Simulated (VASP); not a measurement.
Runs of VASP 6.6.1 on LiF. The structure is that of space group F-43m (No. 216), or close to it. The cells are those of the table. 

| level | cell | smearing | gap on the mesh (eV) |
| --- | --- | --- | --- |
| r2SCAN | a = 3.037 Å, angles 59.2°, 2 atoms | gaussian 0.01 eV | 8.81 |
| r2SCAN | a = 3.028, b = 3.028, c = 3.033 Å, angles 59.9, 59.9, 60.1°, 2 atoms | gaussian 0.01 eV | 8.77 |
| PBE | a = 3.037 Å, angles 59.2°, 2 atoms | fermi-dirac 0.02 eV | 7.97 |
| PBE | a = 3.084, b = 3.084, c = 3.135 Å, angles 59.5, 59.5, 61.1°, 2 atoms | fermi-dirac 0.02 eV | (a) |
| PBE | a = 3.028, b = 3.028, c = 3.033 Å, angles 59.9, 59.9, 60.1°, 2 atoms | fermi-dirac 0.02 eV | 7.93 |
| r2SCAN | a = 3.084, b = 3.084, c = 3.135 Å, angles 59.5, 59.5, 61.1°, 2 atoms | gaussian 0.01 eV | (b) |

Alike in all rows: task single point; potentials or basis VASP PAW PBE potentials, release 64 (Li_sv, F); no spin polarisation; k mesh 10 × 10 × 10; cutoff (eV) 520.

Q: Fill in the values left out.

A: (a) 7.53; (b) 8.36.

A k mesh can miss the band edges.
